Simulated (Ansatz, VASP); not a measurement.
# P: VASP beside Ansatz

The input INCAR:

```
ALGO     = Normal         # electronic algorithm
DIPOL    = 0.5 0.5 0.500
EDIFF    = 1E-6           # SCF threshold, eV
ENCUT    = 520            # plane-wave cutoff, eV
GGA      = PE             # functional
IDIPOL   = 3            
ISIF     = 2              # what is computed and relaxed
ISMEAR   = 0              # smearing method
IVDW     = 12             # dispersion correction
LASPH    = T              # aspherical terms in the spheres
LCHARG   = F              # write CHGCAR
LDIPOL   = T            
LREAL    = F              # projectors in reciprocal space
LWAVE    = F              # write WAVECAR
NBANDS   = 12             # bands
NELM     = 60             # most SCF steps
PREC     = Accurate       # precision mode
SIGMA    = 0.02           # smearing width, eV
```

File KPOINTS:

```
k-points
0
Gamma
  9 9 1
```

Contents of POSCAR:

```
P
1.0
    3.0730000000      0.0000000000      0.0000000000
   -1.5365000000      2.6612960658      0.0000000000
    0.0000000000      0.0000000000     28.0000000000
P
2
Direct
    0.3333333333      0.6666666667      0.5095357143
    0.6666666667      0.3333333333      0.4904642857
```

Input for Ansatz:

```yaml
crystal:
  lattice:
    - [3.073, 0.0, 0.0]
    - [-1.5365, 2.6612960658, 0.0]
    - [0.0, 0.0, 28.0]
  atoms:
    - { symbol: P, position: [0.3333333333, 0.6666666667, 0.5095357143] }
    - { symbol: P, position: [0.6666666667, 0.3333333333, 0.4904642857] }
  periodic: [true, true, false]
basis:
  ecutwfc: 420
kpoints:
  mp_grid: { grid: [9, 9, 1] }
hamiltonian:
  xc: pbe
  dispersion: d3bj
scf:
  occupations: { method: gaussian, width: 0.02 }
output:
  forces: true
  stress: true
  eigenvalues: true
```

Alike in both runs: task single point; functional PBE; dispersion D3(BJ); k mesh 9 × 9 × 1; occupations gaussian, width 0.02 eV; no spin polarisation.

|  | VASP | Ansatz |
| --- | --- | --- |
| version | VASP 6.6.1 | Ansatz 0.2.0 |
| potentials or method | VASP PAW PBE potentials, release 64 (P), cutoff 520 eV | scalar-relativistic, plane waves, PAW |
| valence electrons in the cell | 10 | 10 |

|  | VASP | Ansatz | Ansatz less VASP |
| --- | --- | --- | --- |
| gap on the k mesh at the Fermi level (eV) | none | none | - |
| rms of the force components (eV/Å) | 4.206 | 4.208 | +0.0021 |

Atom by atom the forces differ by 0.002 eV/Å (rms over components). A gap of «none» marks a metal or a gap that the smearing closes.
